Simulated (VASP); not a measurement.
SiNi (rocksalt type), 2 atoms in the cell. Symmetry: Fm-3m, No. 225, cubic system. The conventional cell has a = 3.804 Å, b = 3.804 Å, c = 3.804 Å, α = 90.00°, β = 90.00°, γ = 90.00°. Ni (site symmetry m-3m) has 6 Si at 1.90 Å within 2.5 Å. Si (site symmetry m-3m) has 6 Ni at 1.90 Å within 2.5 Å.  This cell differs from its parent crystal: volume scaled by 0.55.

```yaml
Program: VASP 6.6.1
Task: single point
Functional: LDA
Potentials_or_basis: VASP PAW LDA potentials, release 64 (Ni, Si)
Cutoff: 520 eV
k_mesh: 16 × 16 × 16
Occupations: fermi-dirac, width 0.08 eV
Spin: no spin polarisation
Dipole_correction: no
Further_INCAR_settings: ALGO = Normal; EDIFF = 1e-06; NBANDS = 14
```

Potentials or basis: VASP PAW LDA potentials, release 64 (Ni, Si).

The run is started by

```bash
$ cat potpaw_LDA.64/Ni/POTCAR potpaw_LDA.64/Si/POTCAR > POTCAR
$ mpirun -np 1 vasp_std > vasp.out
```

Hardware: 1 thread of Intel Xeon 8259CL (shared host).

Question: How long does it take, and how much memory?

Answer: It took 36 s on 1 thread of Intel Xeon 8259CL, with other jobs on the host, peak memory 0.14 GiB. Counts: scf iterations 12, k points 145.
